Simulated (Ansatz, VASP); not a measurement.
## Two plane-wave programs on Ag

```
Ag
1.0
     0.00000    2.04500    2.04500
     2.04500    0.00000    2.04500
     2.04500    2.04500    0.00000
Ag
1
Direct
  0.00000 0.00000 0.00000
```

Alike in both runs: task single point; functional PBEsol; k mesh 34 × 34 × 34; no spin polarisation.

```csv
,VASP,Ansatz
version,VASP 6.6.1,Ansatz 0.2.0
potentials or method,"VASP PAW PBE potentials, release 64 (Ag)","plane-wave PAW, scalar-relativistic"
plane-wave cutoff (eV),520,420
occupations,"methfessel-paxton of order 1, width 0.1 eV","cold, width 0.1 eV"
valence electrons in the cell,11,19
```

Ansatz gave:

```
pressure (GPa) : -3.0
```

Estimate VASP's values.

pressure (GPa): -3.2.

VASP's potentials were made for PBE, not for PBEsol. VASP's potentials hold 11 valence electrons a cell and Ansatz's 19, so a difference there can come from the potentials and not from the codes.
